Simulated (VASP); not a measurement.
The system is CdS.

```xyz
2
Lattice="4.2612 0.0000 0.0000 -2.1306 3.6903 0.0000 0.0000 0.0000 5.8042" Properties=species:S:1:pos:R:3 pbc="T T T"
Cd    0.0000    0.0000    2.5695
S     2.1306    1.2301    2.5208
```

Base run:

| Item | Value |
| --- | --- |
| Program | VASP 6.6.1 |
| Functional | PBE |
| Potentials or basis | VASP PAW PBE potentials, release 64 (Cd, S) |
| Cutoff | 520 eV |
| k mesh | 7 × 7 × 5 |
| Occupations | gaussian, width 0.029 eV |
| Spin | no spin polarisation |

Its results: band gap on the k mesh 1.47 eV, indirect (the least direct gap lies 3.8 meV higher); pressure -0.1 GPa.

Task: After a change of settings the same cell gave: band gap on the k mesh 1.42 eV, indirect (the least direct gap lies 3.8 meV higher); pressure -1.3 GPa. Which change was it?
A. k mesh from 7 × 7 × 5 to 4 × 4 × 4; occupations from gaussian, width 0.029 eV to fermi-dirac, width 0.05 eV
B. k mesh from 7 × 7 × 5 to 8 × 8 × 5; occupations from gaussian, width 0.029 eV to methfessel-paxton, width 0.1 eV
C. functional from PBE to PBEsol; occupations from gaussian, width 0.029 eV to fermi-dirac, width 0.05 eV
D. k mesh from 7 × 7 × 5 to 10 × 10 × 7; occupations from gaussian, width 0.029 eV to methfessel-paxton, width 0.1 eV

Result: C.

Caveats: the PAW data sets were made with another functional, which shifts forces and pressure a little (some runs).
